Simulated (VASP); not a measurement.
A run of VASP 6.6.1:

The input INCAR:

```
PREC = Accurate
ENCUT = 520
EDIFF = 1E-7
ISMEAR = -1
SIGMA = 0.1
LREAL = False
LASPH = True
NELM = 100
ALGO = Normal
ISIF = 2
LWAVE = False
LCHARG = False
GGA = RP
NBANDS = 30
```

KPOINTS

```
regular mesh
0
Gamma
  9 9 13
```

Contents of POSCAR:

```
Rh
1.0
    4.3663314846      0.0000000000      0.0000000000
   -2.1831657423      3.7813539870      0.0000000000
    0.0000000000      0.0000000000      2.6804489287
Rh
3
Direct
    0.0000000000      0.0000000000      0.0000000000
    0.3333333333      0.6666666667      0.5000000000
    0.6666666667      0.3333333333      0.5000000000
```

Potentials or basis: VASP PAW PBE potentials, release 64 (Rh_pv).

Run with:

```sh
$ cat potpaw_PBE.64/Rh_pv/POTCAR > POTCAR
$ mpirun -np 1 vasp_std > vasp.out
```

Hardware: 1 thread of Intel(R) Xeon(R) Platinum 8375C CPU @ 2.90GHz (Ice Lake), on a shared host.

**Question.** How long does it take, and how much memory?

**Answer.** Run time: 70 s on 1 thread of Intel(R) Xeon(R) Platinum 8375C CPU @ 2.90GHz (Ice Lake), with other jobs on the host, peak memory 0.2 GiB. Counts: scf iterations 15, k points 84.
